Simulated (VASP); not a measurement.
# MgZn3O4 in VASP: notebook

MgZn3O4 is run at these levels: PBEsol; tasks: single point.

All numbers are computed with VASP 6.6.1; they aren't measurements. Logs are shortened: lines on timing, memory, paths and dates and some standing lists are left out, and cuts for length are marked.

### 1 The cell of the first run

It takes space group Cm (No. 8, monoclinic). The conventional cell has a = 11.786 Å, b = 3.251 Å, c = 5.603 Å, α = 90.00°, β = 118.38°, γ = 90.00°. Mg (site symmetry m) has 4 O at 1.96 to 1.98 Å within 2.6 Å. Within 2.6 Å of Zn (site symmetry m) lie 4 O at 1.96 to 1.99 Å. Zn (site symmetry m) has 4 O at 1.97 to 1.98 Å within 2.6 Å. Zn (site symmetry m) has 4 O at 1.97 to 1.98 Å within 2.6 Å. O (site symmetry m) has 3 Zn at 1.97 Å and 1 Mg at 1.98 Å within 2.6 Å. Within 2.6 Å of O (site symmetry m) lie 4 Zn at 1.98 to 1.99 Å. Within 2.6 Å of O (site symmetry m) lie 2 Mg at 1.96 Å and 2 Zn at 1.96 to 1.98 Å. O (site symmetry m) has 1 Mg at 1.97 Å and 3 Zn at 1.97 to 1.98 Å within 2.6 Å.

### 2 Single point, PBEsol

INCAR

```
PREC     = Accurate       # precision mode
ENCUT    = 600            # plane-wave cutoff, eV
EDIFF    = 1E-6           # SCF threshold, eV
ISMEAR   = -1             # smearing method
SIGMA    = 0.03           # smearing width, eV
LREAL    = False          # projectors in reciprocal space
LASPH    = True           # aspherical terms in the spheres
NELM     = 120            # most SCF steps
ALGO     = Normal         # electronic algorithm
ISIF     = 2              # what is computed and relaxed
LWAVE    = False          # write WAVECAR
LCHARG   = True           # write CHGCAR
GGA      = PS             # functional
LELF     = True           # ELF
LVHAR    = True         
NBANDS   = 41             # bands
GGA_COMPAT= False
```

KPOINTS

```
Automatic mesh
0
Gamma
  6 6 4
```

POSCAR

```
MgZn3O4
1.0
    5.8932153551     -1.6253407261      0.0033079437
    5.8932153551      1.6253407261      0.0033079437
   -2.6662995128      0.0000000000      4.9275405057
Mg Zn O
1 3 4
Direct
    0.2516630225      0.2516630225      0.9206644167
    0.7503927652      0.7503927652      0.4154580539
    0.4989270968      0.4989270968      0.8294771902
    0.9998540227      0.9998540227      0.3351594211
    0.0609411456      0.0609411456      0.7286434832
    0.5583844814      0.5583844814      0.2248726491
    0.8093861495      0.8093861495      0.1419729197
    0.3084103263      0.3084103263      0.6416688860
```

Potentials or basis: VASP PAW PBE potentials, release 64 (Mg, Zn, O).

Started as:

```sh
> cat potpaw_PBE.64/Mg/POTCAR potpaw_PBE.64/Zn/POTCAR potpaw_PBE.64/O/POTCAR > POTCAR
> mpirun -np 1 vasp_std > vasp.out
```

OUTCAR:

```text
PREC = Accurate
   ENCUT = 600
   EDIFF = 1E-6
   ISMEAR = -1
   LREAL = False
   LASPH = True
   NELM = 120
   ISIF = 2
   GGA = PS

 ion  position               nearest neighbor table
   1  0.252  0.252  0.921-   7 1.96   7 1.96   8 1.97   5 1.98   4 3.18   4 3.18   3 3.19   4 3.21
                             3 3.21   3 3.21   2 3.22   2 3.22   2 3.26   2 3.26
   2  0.750  0.750  0.415-   7 1.96   8 1.97   8 1.97   6 1.99   1 3.22   1 3.22   1 3.26   1 3.26

   3  0.499  0.499  0.829-   5 1.97   5 1.97   8 1.98   6 1.98   1 3.19   1 3.21   1 3.21
   4  1.000  1.000  0.335-   5 1.97   7 1.98   6 1.98   6 1.98   1 3.18   1 3.18   1 3.21
   5  0.061  0.061  0.729-   4 1.97   3 1.97   3 1.97   1 1.98
   6  0.558  0.558  0.225-   4 1.98   4 1.98   3 1.98   2 1.99
   7  0.809  0.809  0.142-   1 1.96   1 1.96   2 1.96   4 1.98
   8  0.308  0.308  0.642-   1 1.97   2 1.97   2 1.97   3 1.98

  Warning from LATTYP: Got some problem with cell dimensions!
  Tried to take original basis but could not verify dimensions!
  LATTYP: Found a base centered monoclinic cell.
 ALAT       =    11.7857969241
 B/A-ratio  =     0.2758134620
 C/A-ratio  =     0.4753739505
 COS(beta)  =    -0.4753172221

  Lattice vectors:

 A1 = (  -3.2269158423,   1.6253407261,  -4.9308484494)
 A2 = (  -3.2269158423,  -1.6253407261,  -4.9308484494)
 A3 = (  -2.6662995128,   0.0000000000,   4.9275405057)

Analysis of symmetry for initial positions (statically):
=====================================================================
 Subroutine PRICEL returns:
 Original cell was already a primitive cell.

 Routine SETGRP: Setting up the symmetry group for a
 base centered monoclinic supercell.

 Subroutine GETGRP returns: Found  2 space group operations
 (whereof  2 operations were pure point group operations)
 out of a pool of  4 trial point group operations.

The static configuration has the point symmetry C_1h.

Analysis of symmetry for dynamics (positions and initial velocities):
=====================================================================
 Subroutine PRICEL returns:
 Original cell was already a primitive cell.

 Routine SETGRP: Setting up the symmetry group for a
 base centered monoclinic supercell.

 Subroutine GETGRP returns: Found  2 space group operations
 (whereof  2 operations were pure point group operations)
 out of a pool of  4 trial point group operations.

The dynamic configuration has the point symmetry C_1h.

 Subroutine INISYM returns: Found  2 space group operations
 (whereof  2 operations are pure point group operations),
 and found     1 'primitive' translations

----------------------------------------------------------------------------------------

                                     Primitive cell

  volume of cell :      94.4254

  direct lattice vectors                    reciprocal lattice vectors
     5.893215355 -1.625340726  0.003307944     0.084817566 -0.307627805  0.045894911
     5.893215355  1.625340726  0.003307944     0.084817566  0.307627805  0.045894911
    -2.666299513  0.000000000  4.927540506    -0.000113879  0.000000000  0.202879380

  length of vectors
     6.113242236  6.113242236  5.602660843     0.322389871  0.322389871  0.202879412

  position of ions in fractional coordinates (direct lattice)
     0.251663022  0.251663022  0.920664417
     0.750392765  0.750392765  0.415458054
     0.498927097  0.498927097  0.829477190
     0.999854023  0.999854023  0.335159421
     0.060941146  0.060941146  0.728643483
     0.558384481  0.558384481  0.224872649
     0.809386149  0.809386149  0.141972920
     0.308410326  0.308410326  0.641668886

  ion indices of the primitive-cell ions
   primitive index   ion index
                 1           1
                 2           2
                 3           3
                 4           4
                 5           5
                 6           6
                 7           7
                 8           8

----------------------------------------------------------------------------------------

 KPOINTS: Automatic mesh

Automatic generation of k-mesh.
 Grid dimensions read from file:
 generate k-points for:    6    6    4

 Generating k-lattice:

  Cartesian coordinates                     Fractional coordinates (reciprocal lattice)
     0.014136261 -0.051271301  0.007649152     0.166666667  0.000000000 -0.000000000
     0.014136261  0.051271301  0.007649152     0.000000000  0.166666667 -0.000000000
    -0.000028470  0.000000000  0.050719845     0.000000000  0.000000000  0.250000000

  Length of vectors
     0.053731645  0.053731645  0.050719853

  Shift w.r.t. Gamma in fractional coordinates (k-lattice)
     0.000000000  0.000000000  0.000000000

 Subroutine IBZKPT returns following result:
 ===========================================

 Found     47 irreducible k-points:

 Following reciprocal coordinates:
            Coordinates               Weight
  0.000000  0.000000  0.000000      1.000000
  0.166667 -0.000000  0.000000      4.000000
  0.333333  0.000000 -0.000000      4.000000
  0.500000  0.000000 -0.000000      2.000000
  0.166667  0.166667  0.000000      2.000000
  0.333333  0.166667  0.000000      4.000000
[... 16 lines left out ...]
 -0.333333  0.166667  0.250000      4.000000
 -0.166667  0.166667  0.250000      4.000000
 [... further k-points ...]
   k-points           NKPTS =     47   k-points in BZ     NKDIM =     47   number of bands    NBANDS=     41
   number of dos      NEDOS =    301   number of ions     NIONS =      8
   total plane-waves  NPLWV = 120000
   dimension x,y,z NGX =    50 NGY =   50 NGZ =   48
   dimension x,y,z NGXF=   100 NGYF=  100 NGZF=   96
   ions per type =               1   3   4
   NGX,Y,Z   is equivalent  to a cutoff of  13.60, 13.60, 14.24 a.u.
   NGXF,Y,Z  is equivalent  to a cutoff of  27.19, 27.19, 28.49 a.u.
 SYSTEM =  unknown system
   PREC   = accura    normal or accurate (medium, high low for compatibility)
   ISTART =      0    job   : 0-new  1-cont  2-samecut
   ICHARG =      2    charge: 1-file 2-atom 10-const
   ISPIN  =      1    spin polarized calculation?
   LNONCOLLINEAR =      F non collinear calculations
   LSORBIT =      F    spin-orbit coupling
   LASPH  =      T    aspherical Exc in radial PAW
   ENCUT  =  600.0 eV  44.10 Ry    6.64 a.u.  12.21 12.21 11.19*2*pi/ulx,y,z
   NELM   =    120;   NELMIN=  2; NELMDL= -5     # of ELM steps
   EDIFF  = 0.1E-05   stopping-criterion for ELM
   LREAL  =      F    real-space projection
   EDIFFG = 0.1E-04   stopping-criterion for IOM
   NSW    =      0    number of steps for IOM
   IBRION =     -1    ionic relax: 0-MD 1-quasi-New 2-CG
   NFREE  =      0    steps in history (QN), initial steepest desc. (CG)
   ISIF   =      2    stress and relaxation
   ISYM   =      2    0-nonsym 1-usesym 2-fastsym
   POTIM  = 0.5000    time-step for ionic-motion
   TEBEG  =    0.0;   TEEND  =   0.0 temperature during run
   PSTRESS=    0.0 pullay stress
   NELECT =      62.0000    total number of electrons
   NUPDOWN=      -1.0000    fix difference up-down
   EMIN   =  10.00;   EMAX   =-10.00  energy-range for DOS
   EFERMI =   0.00;   METHOD = LEGACY
   ISMEAR =    -1;   SIGMA  =   0.03  broadening in eV -4-tet -1-fermi 0-gaus
   EFERMI_NEDOS =   21; number of points for ismear=-14 and -15
   IALGO  =     38    algorithm
   IMIX   =      4    mixing-type and parameters
     AMIX     =   0.40;   BMIX     =  1.00
     AMIX_MAG =   1.60;   BMIX_MAG =  1.00
  volume/ion in A,a.u.               =      11.80        79.65
  Fermi-wavevector in a.u.,A,eV,Ry     =   1.422905  2.688900 27.547138  2.024658
  Thomas-Fermi vector in A             =   2.543559
   LORBIT       =      0    0 simple, 1 ext, 2 COOP (PROOUT), +10 PAW based schemes
   GGA     = PS    functional components
   LHFCALC =     F    Hartree Fock is set to
   AEXX    =    0.0000 exact exchange contribution
   IVDW    =     0    specifies the selected vdW correction
   LEPSILON=     F    determine dielectric tensor
   LRPA    =     F    only Hartree local field effects (RPA)
 non-spin polarized calculation
  energy-cutoff  :      600.00
  volume of cell :       94.43
 maximum number of plane-waves:      3176
 NGX is ok and might be reduce to    50
   NGX = 25   NGY = 25   NGZ = 23

 number of electron      62.0000005 magnetization

 Free energy of the ion-electron system (eV)
  ---------------------------------------------------
  ext. energy  EPLUGINS =         0.00000000
  ---------------------------------------------------
  free energy    TOTEN  =       -41.43832242 eV

  energy without entropy =      -41.43832242  energy(sigma->0) =      -41.43832242

 E-fermi :   1.7998     XC(G=0): -10.9121

 val. band max:        1.1687053133   @ k =   0.0000   0.0000   0.0000
 cond. band min:       2.4070453190   @ k =   0.0000   0.0000   0.0000
 fundamental gap:      1.2383400057
 Fermi energy:         1.7998360783

 k-point     1 :       0.0000    0.0000    0.0000
  band No.  band energies     occupation
      1     -16.5441      2.00000
      2     -15.8072      2.00000
      3     -15.7427      2.00000
      4     -15.5908      2.00000
      5      -4.6861      2.00000
      6      -4.4877      2.00000
[... 33 lines left out ...]
     40      13.0692      0.00000
     41      14.3617      0.00000

 k-point     2 :       0.1667   -0.0000    0.0000
  band No.  band energies     occupation
      1     -16.4202      2.00000
      2     -15.7777      2.00000
      3     -15.7134      2.00000
      4     -15.5643      2.00000
      5      -4.5051      2.00000
      6      -4.3703      2.00000
[... 957 lines left out ...]
     40      11.7690      0.00000
     41      11.9892      0.00000

 k-point    24 :      -0.1667    0.1667    0.2500
  band No.  band energies     occupation
      1     -16.0850      2.00000
      2     -15.7674      2.00000
      3     -15.6467      2.00000
      4     -15.5445      2.00000
      5      -4.5667      2.00000
      6      -4.4044      2.00000
[... 33 lines left out ...]
     40      11.0408      0.00000
     41      12.1083      0.00000

 [... further k-points ...]

------------------------ aborting loop because EDIFF is reached ----------------------------------------

  FORCE on cell =-STRESS in cart. coord.  units (eV):
  Direction    XX          YY          ZZ          XY          YZ          ZX
  --------------------------------------------------------------------------------------
  -------------------------------------------------------------------------------------
  Total        0.2630128      0.2560553      0.2535664      0.0000000      0.0000000     -0.0007092
  in kB        4.4627103      4.3446567      4.3024263      0.0000000      0.0000000     -0.0120328
  external PRESSURE =       4.3699311 kB  Pullay stress =       0.0000000 kB

 VOLUME and BASIS-vectors are now :
 -----------------------------------------------------------------------------
  energy-cutoff  :      600.00
  volume of cell :       94.43
      direct lattice vectors                 reciprocal lattice vectors
     5.893215355 -1.625340726  0.003307944     0.084817566 -0.307627805  0.045894911
     5.893215355  1.625340726  0.003307944     0.084817566  0.307627805  0.045894911
    -2.666299513  0.000000000  4.927540506    -0.000113879  0.000000000  0.202879380

 POSITION                                       TOTAL-FORCE (eV/Angst)
 -----------------------------------------------------------------------------------
      0.51144      0.00000      4.53828        -0.000210      0.000000      0.001823
      7.73672      0.00000      2.05215        -0.010271      0.000000     -0.000420
      3.66894      0.00000      4.09058         0.002890      0.000000     -0.001419
     10.89107      0.00000      1.65813         0.000289      0.000000     -0.001146
     -1.22450      0.00000      3.59082         0.055965      0.000000      0.035670
      5.98178      0.00000      1.11176         0.003458      0.000000      0.001348
      9.16123      0.00000      0.70493        -0.002741      0.000000     -0.079193
      1.92418      0.00000      3.16389        -0.049381      0.000000      0.043338
 -----------------------------------------------------------------------------------
    total drift:                               -0.000097      0.000000      0.000348

  FREE ENERGIE OF THE ION-ELECTRON SYSTEM (eV)
  ---------------------------------------------------
  free  energy   TOTEN  =       -41.4383224159 eV

  energy  without entropy=      -41.4383224159  energy(sigma->0) =      -41.43832242
```

Wall time 9.3 min (1 thread of Oxide Virtual Turin-like, shared host); peak memory 0.42 GiB.

What came out:

```yaml
Free_energy: -41.4383 eV
Pressure: 0.4 GPa
Largest_force: 0.079 eV/Å
Band_gap_on_the_k_mesh: 1.24 eV
```

Forces on the atoms (eV/Å):
```
Mg   0.000  0.000  0.002
Zn  -0.010  0.000  0.000
Zn   0.003  0.000 -0.001
Zn   0.000  0.000 -0.001
O    0.056  0.000  0.036
O    0.003  0.000  0.001
O   -0.003  0.000 -0.079
O   -0.049  0.000  0.043
```

Levels at points of the mesh, in eV from the valence-band top:
```
           k point  band 29  band 30  band 31  band 32  band 33  band 34
(0.00, 0.00, 0.00)    -0.09    -0.02     0.00     1.24     5.55     5.82
(0.50, 0.00, 0.00)    -1.45    -1.13    -0.87     6.13     6.37     7.23
(0.50, 0.50, 0.00)    -0.48    -0.19    -0.17     3.64     4.04     6.30
(0.00, 0.00, 0.50)    -0.71    -0.34    -0.30     3.91     4.13     6.34
(0.50, 0.00, 0.50)    -1.18    -1.08    -0.78     5.75     5.93     6.37
(0.50, 0.50, 0.50)    -0.59    -0.43    -0.42     3.83     4.18     6.41
```

Caveat: the PAW data sets were made with another functional, which shifts forces and pressure a little.

[end of part 1 of 2]
